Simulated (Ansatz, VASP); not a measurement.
# C in VASP and in Ansatz

```
C
1.0
     2.52000    0.00000    0.00000
    -1.26000    2.18238    0.00000
     0.00000    0.00000    4.18000
C
4
Direct
  0.33333 0.66667 0.00000
  0.66667 0.33333 0.50000
  0.33333 0.66667 0.37400
  0.66667 0.33333 0.87400
```

Alike in both runs: task single point; functional PBEsol; k mesh 9 × 9 × 4; occupations gaussian, width 0.1 eV; no spin polarisation.

|  | VASP | Ansatz |
| --- | --- | --- |
| version | VASP 6.6.1 | Ansatz 0.2.0 |
| potentials or method | VASP PAW PBE potentials, release 64 (C_h), cutoff 1300 eV | scalar-relativistic, plane waves, PAW |
| valence electrons in the cell | 16 | 16 |

Ansatz gave:

| Quantity | Value |
| --- | --- |
| gap on the k mesh at the Fermi level (eV) | 3.10 |
| least direct gap on the mesh (eV) | 4.82 |
| pressure (GPa) | -9.4 |
| traceless stress, the component that is largest in VASP (GPa) | 3.05 |
| rms of the force components (eV/Å) | 0.050 |

Q: Which values does VASP return?

A: gap on the k mesh at the Fermi level (eV): 3.09; least direct gap on the mesh (eV): 4.82; pressure (GPa): -9.2; traceless stress, the component that is largest in VASP (GPa): 3.05; rms of the force components (eV/Å): 0.051.

VASP's potentials were made for PBE, not for PBEsol, and Ansatz warns of the same on its side. Atom by atom the forces differ by 0.000 eV/Å (rms over components). With one functional, cell and mesh, what is left measures potentials, basis and numerics.
